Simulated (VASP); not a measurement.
Input of a VASP 6.6.1 run:

File INCAR:

```
SYSTEM = C
PREC     = Accurate       ! precision mode
ENCUT    = 520            ! plane-wave cutoff, eV
EDIFF    = 1E-6           ! SCF threshold, eV
ISMEAR   = 0              ! smearing method
SIGMA    = 0.05           ! smearing width, eV
LREAL    = .False.        ! projectors in reciprocal space
LASPH    = .True.         ! aspherical terms in the spheres
NELM     = 60             ! most SCF steps
ALGO     = Normal         ! electronic algorithm
ISIF     = 2              ! what is computed and relaxed
LWAVE    = .False.        ! write WAVECAR
LCHARG   = .False.        ! write CHGCAR
GGA      = CA             ! functional
NBANDS   = 26             ! bands
```

The input KPOINTS:

```
Automatic mesh
0
Gamma
  12 12 4
  0 0 0
```

File POSCAR:

```
C
1.0
    2.5477576841      0.0000000000      0.0000000000
   -1.2738788420      2.2064228771      0.0000000000
    0.0000000000      0.0000000000      7.8306598603
C
8
Direct
    0.0000000000      0.0000000000      0.0885539126
    0.0000000000      0.0000000000      0.5885539126
    0.0000000000      0.0000000000      0.4114460874
    0.0000000000      0.0000000000      0.9114460874
    0.3333333333      0.6666666667      0.1589518456
    0.6666666667      0.3333333333      0.6589518456
    0.3333333333      0.6666666667      0.3410481544
    0.6666666667      0.3333333333      0.8410481544
```

Potentials or basis: VASP PAW LDA potentials, release 64 (C).

Command:

```console
$ cat potpaw_LDA.64/C/POTCAR > POTCAR
$ mpirun -np 1 vasp_std > vasp.out
```

**Question.** Predict the pressure.

**Answer.** 11.5 GPa.

**Question.** Estimate the band gap on the k mesh.

**Answer.** 3.18 eV (least direct gap 3.39 eV).

**Question.** Estimate the largest force.

**Answer.** 4.257 eV/Å.

Stress tensor (GPa, compression positive):
```
-27.45   0.00   0.00
  0.00 -27.45   0.00
  0.00   0.00  89.38
```

Caveat: the cell differs from its parent crystal (atoms displaced along a vibrational mode, the cell strained); the stress differs along the axes, from -27 to 89 GPa; forces of over 1 eV/Å act on the atoms, so gaps and moduli don't describe the material at rest. A k mesh can miss the band edges.
